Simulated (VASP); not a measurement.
# Sr2Hg (Fm-3m) in VASP: single point with PBE

Aim: the single point of Sr2Hg with PBE.

Program: VASP 6.6.1. These are calculated values, not measurements. Logs are shortened: lines on timing, memory, paths and dates and some standing lists are left out, and cuts for length are marked.

**1. The cell of the first run**

The structure is cubic, space group Fm-3m (No. 225). Conventional cell: a = 7.551 Å, b = 7.551 Å, c = 7.551 Å, α = 90.00°, β = 90.00°, γ = 90.00°. Sr (site symmetry -43m) has 4 Hg at 3.27 Å and 6 Sr at 3.78 Å within 4.3 Å. Hg (site symmetry m-3m) has 8 Sr at 3.27 Å within 4.3 Å.

**2. Single point, PBE**

INCAR

```
SYSTEM = Sr2Hg
PREC = Accurate
ENCUT = 520
EDIFF = 1E-7
ISMEAR = 0
SIGMA = 0.1
LREAL = .FALSE.
LASPH = .TRUE.
NELM = 60
ALGO = Fast
ISIF = 2
LWAVE = .FALSE.
LCHARG = .FALSE.
GGA = PE
NBANDS = 23
```

KPOINTS

```
Automatic mesh
0
G
  4 4 4
  0 0 0
```

POSCAR

```
Sr2Hg
1.0
    0.0000000000      3.7752991100      3.7752991100
    3.7752991100      0.0000000000      3.7752991100
    3.7752991100      3.7752991100      0.0000000000
Sr Hg
2 1
Direct
    0.2500000000      0.2500000000      0.2500000000
    0.7500000000      0.7500000000      0.7500000000
    0.5000000000      0.5000000000      0.5000000000
```

Potentials or basis: VASP PAW PBE potentials, release 64 (Sr_sv, Hg).

Launch:

```bash
$ cat potpaw_PBE.64/Sr_sv/POTCAR potpaw_PBE.64/Hg/POTCAR > POTCAR
$ mpirun -np 1 vasp_std > vasp.out
```

OUTCAR:

```text
SYSTEM = Sr2Hg
   PREC = Accurate
   ENCUT = 520
   EDIFF = 1E-7
   ISMEAR = 0
   LREAL = .FALSE.
   LASPH = .TRUE.
   NELM = 60
   ISIF = 2
   GGA = PE

 ion  position               nearest neighbor table
   1  0.250  0.250  0.250-   3 3.27   3 3.27   3 3.27   3 3.27   2 3.78   2 3.78   2 3.78   2 3.78
                             2 3.78   2 3.78
   2  0.750  0.750  0.750-   3 3.27   3 3.27   3 3.27   3 3.27   1 3.78   1 3.78   1 3.78   1 3.78
                             1 3.78   1 3.78
   3  0.500  0.500  0.500-   1 3.27   1 3.27   1 3.27   2 3.27   2 3.27   2 3.27   2 3.27   1 3.27

  LATTYP: Found a face centered cubic cell.
 ALAT       =     7.5505982200

  Lattice vectors:

 A1 = (   0.0000000000,   3.7752991100,   3.7752991100)
 A2 = (   3.7752991100,   0.0000000000,   3.7752991100)
 A3 = (   3.7752991100,   3.7752991100,   0.0000000000)

Analysis of symmetry for initial positions (statically):
=====================================================================
 Subroutine PRICEL returns:
 Original cell was already a primitive cell.

 Routine SETGRP: Setting up the symmetry group for a
 face centered cubic supercell.

 Subroutine GETGRP returns: Found 48 space group operations
 (whereof 48 operations were pure point group operations)
 out of a pool of 48 trial point group operations.

The static configuration has the point symmetry O_h .

Analysis of symmetry for dynamics (positions and initial velocities):
=====================================================================
 Subroutine PRICEL returns:
 Original cell was already a primitive cell.

 Routine SETGRP: Setting up the symmetry group for a
 face centered cubic supercell.

 Subroutine GETGRP returns: Found 48 space group operations
 (whereof 48 operations were pure point group operations)
 out of a pool of 48 trial point group operations.

The dynamic configuration has the point symmetry O_h .

 Subroutine INISYM returns: Found 48 space group operations
 (whereof 48 operations are pure point group operations),
 and found     1 'primitive' translations

----------------------------------------------------------------------------------------

                                     Primitive cell

  volume of cell :     107.6178

  direct lattice vectors                    reciprocal lattice vectors
     0.000000000  3.775299110  3.775299110    -0.132439837  0.132439837  0.132439837
     3.775299110  0.000000000  3.775299110     0.132439837 -0.132439837  0.132439837
     3.775299110  3.775299110  0.000000000     0.132439837  0.132439837 -0.132439837
[... 69 lines left out ...]
   EDIFF  = 0.1E-06   stopping-criterion for ELM
   LREAL  =      F    real-space projection
   EDIFFG = 0.1E-05   stopping-criterion for IOM
   NSW    =      0    number of steps for IOM
   IBRION =     -1    ionic relax: 0-MD 1-quasi-New 2-CG
   NFREE  =      0    steps in history (QN), initial steepest desc. (CG)
   ISIF   =      2    stress and relaxation
   ISYM   =      2    0-nonsym 1-usesym 2-fastsym
   POTIM  = 0.5000    time-step for ionic-motion
   TEBEG  =    0.0;   TEEND  =   0.0 temperature during run
   PSTRESS=    0.0 pullay stress
   NELECT =      32.0000    total number of electrons
   NUPDOWN=      -1.0000    fix difference up-down
   EMIN   =  10.00;   EMAX   =-10.00  energy-range for DOS
   EFERMI =   0.00;   METHOD = LEGACY
   ISMEAR =     0;   SIGMA  =   0.10  broadening in eV -4-tet -1-fermi 0-gaus
   EFERMI_NEDOS =   21; number of points for ismear=-14 and -15
   IALGO  =     68    algorithm
   IMIX   =      4    mixing-type and parameters
     AMIX     =   0.40;   BMIX     =  1.00
     AMIX_MAG =   1.60;   BMIX_MAG =  1.00
  volume/ion in A,a.u.               =      35.87       242.08
  Fermi-wavevector in a.u.,A,eV,Ry     =   1.092690  2.064884 16.244954  1.193970
  Thomas-Fermi vector in A             =   2.228960
   LORBIT       =      0    0 simple, 1 ext, 2 COOP (PROOUT), +10 PAW based schemes
   GGA     = PE    functional components
   LHFCALC =     F    Hartree Fock is set to
   AEXX    =    0.0000 exact exchange contribution
   IVDW    =     0    specifies the selected vdW correction
   LEPSILON=     F    determine dielectric tensor
   LRPA    =     F    only Hartree local field effects (RPA)
 non-spin polarized calculation
 RMM-DIIS sequential band-by-band and
 Gauss-broadening in eV      SIGMA  =   0.10
  energy-cutoff  :      520.00
  volume of cell :      107.62
 maximum number of plane-waves:      2914
   NGX = 19   NGY = 19   NGZ = 19

 number of electron      32.0000001 magnetization

 Free energy of the ion-electron system (eV)
  ---------------------------------------------------
  ext. energy  EPLUGINS =         0.00000000
  ---------------------------------------------------
  free energy    TOTEN  =        -4.12162103 eV

  energy without entropy =       -4.10996598  energy(sigma->0) =       -4.11579351

 E-fermi :   2.5341     XC(G=0):  -8.6845

 val. band max:        2.5123766313   @ k =  -0.2500   0.5000   0.2500
 cond. band min:       2.6364640095   @ k =   0.5000   0.5000   0.0000
 fundamental gap:      0.1240873781
 Fermi energy:         2.5340511461

 k-point     1 :       0.0000    0.0000    0.0000
  band No.  band energies     occupation
      1     -33.4798      2.00000
      2     -33.4074      2.00000
      3     -15.6381      2.00000
      4     -15.6381      2.00000
      5     -15.6381      2.00000
      6     -15.3616      2.00000
[... 197 lines left out ...]
     22       6.0948      0.00000
     23       6.0948      0.00000

------------------------ aborting loop because EDIFF is reached ----------------------------------------

  FORCE on cell =-STRESS in cart. coord.  units (eV):
  Direction    XX          YY          ZZ          XY          YZ          ZX
  --------------------------------------------------------------------------------------
  -------------------------------------------------------------------------------------
  Total        3.1180681      3.1180681      3.1180681      0.0000000     -0.0000000     -0.0000000
  in kB       46.4207428     46.4207428     46.4207428      0.0000000     -0.0000000     -0.0000000
  external PRESSURE =      46.4207428 kB  Pullay stress =       0.0000000 kB

 VOLUME and BASIS-vectors are now :
 -----------------------------------------------------------------------------
  energy-cutoff  :      520.00
  volume of cell :      107.62
      direct lattice vectors                 reciprocal lattice vectors
     0.000000000  3.775299110  3.775299110    -0.132439837  0.132439837  0.132439837
     3.775299110  0.000000000  3.775299110     0.132439837 -0.132439837  0.132439837
     3.775299110  3.775299110  0.000000000     0.132439837  0.132439837 -0.132439837

 POSITION                                       TOTAL-FORCE (eV/Angst)
 -----------------------------------------------------------------------------------
      1.88765      1.88765      1.88765         0.000000      0.000000      0.000000
      5.66295      5.66295      5.66295         0.000000     -0.000000     -0.000000
      3.77530      3.77530      3.77530        -0.000000      0.000000     -0.000000
 -----------------------------------------------------------------------------------
    total drift:                               -0.000000      0.000000      0.000000

  FREE ENERGIE OF THE ION-ELECTRON SYSTEM (eV)
  ---------------------------------------------------
  free  energy   TOTEN  =        -4.1216210305 eV

  energy  without entropy=       -4.1099659799  energy(sigma->0) =       -4.11579351
```

OSZICAR:

```text
N       E                     dE             d eps       ncg     rms          rms(c)
DAV:   1     0.205797504359E+03    0.20580E+03   -0.15204E+04   368   0.126E+03
DAV:   2     0.951288721580E+01   -0.19628E+03   -0.18743E+03   431   0.303E+02
DAV:   3    -0.401824703491E+01   -0.13531E+02   -0.13386E+02   657   0.623E+01
DAV:   4    -0.437068241481E+01   -0.35244E+00   -0.35192E+00   492   0.846E+00
DAV:   5    -0.438092237195E+01   -0.10240E-01   -0.10239E-01   569   0.110E+00    0.235E+01
RMM:   6    -0.412530050937E+01    0.25562E+00   -0.97712E-01   368   0.530E+00    0.126E+01
RMM:   7    -0.412440613026E+01    0.89438E-03   -0.19697E-01   427   0.224E+00    0.206E+00
RMM:   8    -0.412121265613E+01    0.31935E-02   -0.36685E-02   450   0.125E+00    0.400E-01
RMM:   9    -0.412148677157E+01   -0.27412E-03   -0.54116E-03   504   0.445E-01    0.115E-01
RMM:  10    -0.412154642262E+01   -0.59651E-04   -0.11352E-03   515   0.154E-01    0.537E-02
RMM:  11    -0.412160792595E+01   -0.61503E-04   -0.36486E-04   523   0.796E-02    0.534E-02
RMM:  12    -0.412161323653E+01   -0.53106E-05   -0.13267E-04   553   0.480E-02    0.980E-03
RMM:  13    -0.412161795489E+01   -0.47184E-05   -0.43577E-05   568   0.191E-02    0.371E-03
RMM:  14    -0.412161995881E+01   -0.20039E-05   -0.14525E-05   521   0.113E-02    0.722E-03
RMM:  15    -0.412162059361E+01   -0.63480E-06   -0.49557E-06   500   0.792E-03    0.912E-04
RMM:  16    -0.412162086173E+01   -0.26812E-06   -0.20956E-06   423   0.412E-03    0.147E-03
RMM:  17    -0.412162098511E+01   -0.12338E-06   -0.83039E-07   372   0.272E-03    0.680E-04
RMM:  18    -0.412162103050E+01   -0.45391E-07   -0.32592E-07   323   0.184E-03
   1 F= -.41216210E+01 E0= -.41157935E+01  d E =-.116551E-01
```

stdout:

```text
POSCAR found type information on POSCAR SrHg
 POSCAR found :  2 types and       3 ions
 scaLAPACK will be used
 LDA part: xc-table for (Slater+PW92), standard interpolation
 POSCAR, INCAR and KPOINTS ok, starting setup
 FFT: planning ... GRIDC
 FFT: planning ... GRID_SOFT
 FFT: planning ... GRID
 WAVECAR not read
 entering main loop
 num prob  num prob RMM:  16    -0.412162086173E+01   -0.26812E-06   -0.20956E-06   423   0.412E-03    0.147E-03
 num prob  num prob  num prob  num prob RMM:  17    -0.412162098511E+01   -0.12338E-06   -0.83039E-07   372   0.272E-03    0.680E-04
 num prob  num prob  num prob RMM:  18    -0.412162103050E+01   -0.45391E-07   -0.32592E-07   323   0.184E-03
```

Wall time 58 s (1 thread of Intel Xeon 6975P-C, shared host); peak memory 0.24 GiB.

What came out:

```yaml
Free_energy: -4.1216 eV
Pressure: 4.6 GPa
Band_gap_on_the_k_mesh: zero (band 16 reaches 2.84 eV, above the bottom of band 17 at 2.06 eV)
```

Caveat: the k points lie up to 0.36 Å⁻¹ apart; spin-orbit coupling is left out, which moves the levels of the heavy elements.
